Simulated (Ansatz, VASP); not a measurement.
## Two plane-wave programs on MgO

INCAR

```
SYSTEM = MgO
PREC = Accurate
ENCUT = 600
EDIFF = 1E-6
ISMEAR = 0
SIGMA = 0.01
LREAL = .False.
LASPH = .True.
NELM = 120
ALGO = Normal
ISIF = 2
LWAVE = .False.
LCHARG = .False.
GGA = PE
NBANDS = 11
GGA_COMPAT = .False.
```

File KPOINTS:

```
regular mesh
0
Gamma
  10 10 10
  0 0 0
```

File POSCAR:

```
MgO
1.0
    0.0000000000      1.7754257605      1.7754257605
    1.7754257605      0.0000000000      1.7754257605
    1.7754257605      1.7754257605      0.0000000000
Mg O
1 1
Direct
    0.0000000000      0.0000000000      0.0000000000
    0.5000000000      0.5000000000      0.5000000000
```

Input for Ansatz:

```yaml
crystal:
  lattice:
    - [0.0, 1.7754257605, 1.7754257605]
    - [1.7754257605, 0.0, 1.7754257605]
    - [1.7754257605, 1.7754257605, 0.0]
  atoms:
    - { symbol: Mg, position: [0.0, 0.0, 0.0] }
    - { symbol: O, position: [0.5, 0.5, 0.5] }
scf:
  occupations: { method: fixed }
output:
  forces: true
  stress: true
  eigenvalues: true
  write_density: true
  write_potential: true
  elf: true
  volumetric_format: npy
hamiltonian:
  xc: pbe
basis:
  ecutwfc: 700
kpoints:
  mp_grid: { grid: [10, 10, 10] }
```

Alike in both runs: task single point; functional PBE; k mesh 10 × 10 × 10; no spin polarisation.

|  | VASP | Ansatz |
| --- | --- | --- |
| version | VASP 6.6.1 | Ansatz 0.2.0 |
| potentials or method | VASP PAW PBE potentials, release 64 (Mg, O), cutoff 600 eV | scalar-relativistic, plane waves, PAW |
| occupations | gaussian, width 0.01 eV | fixed |
| valence electrons in the cell | 8 | 16 |

|  | VASP | Ansatz | Ansatz less VASP |
| --- | --- | --- | --- |
| gap on the k mesh at the Fermi level (eV) | 9.07 | 9.14 | +0.065 |
| least direct gap on the mesh (eV) | 11.25 | 11.29 | +0.037 |

VASP's potentials hold 8 valence electrons a cell and Ansatz's 16, so a difference there can come from the potentials and not from the codes.
